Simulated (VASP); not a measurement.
Wanted: the native input for a VASP 6.6.1 run.

- Task: single point
- Functional: PBE
- Potentials or basis: VASP PAW PBE potentials, release 64 (Ag, S)
- Cutoff: 520 eV
- k mesh: 6 × 6 × 6
- Occupations: gaussian, width 0.1 eV
- Spin: collinear spin, ferromagnetic start
- Starting moments: [1.0, 0.0] μB
- Dipole correction: no
- Further INCAR settings: ALGO = Normal; EDIFF = 1e-06; NBANDS = 20

The structure of AgS lies in POSCAR:

```
AgS
1.0
    0.0000000000      2.6488772113      2.6488772113
    2.6488772113      0.0000000000      2.6488772113
    2.6488772113      2.6488772113      0.0000000000
Ag S
1 1
Direct
    0.0000000000      0.0000000000      0.0000000000
    0.5000000000      0.5000000000      0.5000000000
```

These files were run (other wordings do the same):

INCAR

```
PREC = Accurate
ENCUT = 520
EDIFF = 1E-6
ISMEAR = 0
SIGMA = 0.1
LREAL = False
LASPH = True
NELM = 150
ALGO = Normal
ISIF = 2
LWAVE = False
LCHARG = False
ISPIN = 2
MAGMOM = 1 0
LORBIT = 11
LMAXMIX = 4
GGA = PE
NBANDS = 20
```

KPOINTS

```
Automatic mesh
0
Gamma
  6 6 6
```

Potentials or basis: VASP PAW PBE potentials, release 64 (Ag, S).

The run is started by

```console
$ cat potpaw_PBE.64/Ag/POTCAR potpaw_PBE.64/S/POTCAR > POTCAR
$ mpirun -np 1 vasp_std > vasp.out
```

Results of the run:

```yaml
Pressure: -0.5 GPa
Net_moment: 0.00 μB per cell
Valence_electrons_inside_the_program's_atomic_spheres: Ag 9.75; S 3.62
```

Wall time 22 s on 1 thread of Intel(R) Xeon(R) Platinum 8488C (Sapphire Rapids), with other jobs on the host, peak memory 0.17 GiB.
